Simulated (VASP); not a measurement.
A run of VASP 6.6.1 is set up as follows.

File INCAR:

```
SYSTEM = Te
  ALGO = Normal
  EDIFF = 1E-6
  ENCUT = 520
  GGA = PS
  ISIF = 2
  ISMEAR = 0
  LASPH = .TRUE.
  LCHARG = .FALSE.
  LREAL = .FALSE.
  LWAVE = .FALSE.
  NBANDS = 9
  NELM = 60
  PREC = Accurate
  SIGMA = 0.15
```

File KPOINTS:

```
k-points
0
G
  15 15 15
  0 0 0
```

Contents of POSCAR:

```
Te
1.0
    2.2108940252      1.2764602606      1.8412325441
   -2.2108940252      1.2764602606      1.8412325441
    0.0000000000     -2.5529205211      1.8412325442
Te
1
Direct
    0.5000000000      0.5000000000      0.5000000000
```

Potentials or basis: VASP PAW PBE potentials, release 64 (Te).

Launch:

```bash
$ cat potpaw_PBE.64/Te/POTCAR > POTCAR
$ mpirun -np 1 vasp_std > vasp.out
```

(1) Predict the pressure.

(2) Estimate the band gap on the k mesh.

Answers

(1) 0.1 GPa.

(2) zero (bands 3 and 4 overlap by 5.72 eV).

Caveat: the PAW data sets were made with another functional, which shifts forces and pressure a little; spin-orbit coupling is left out, which moves the levels of the heavy elements.
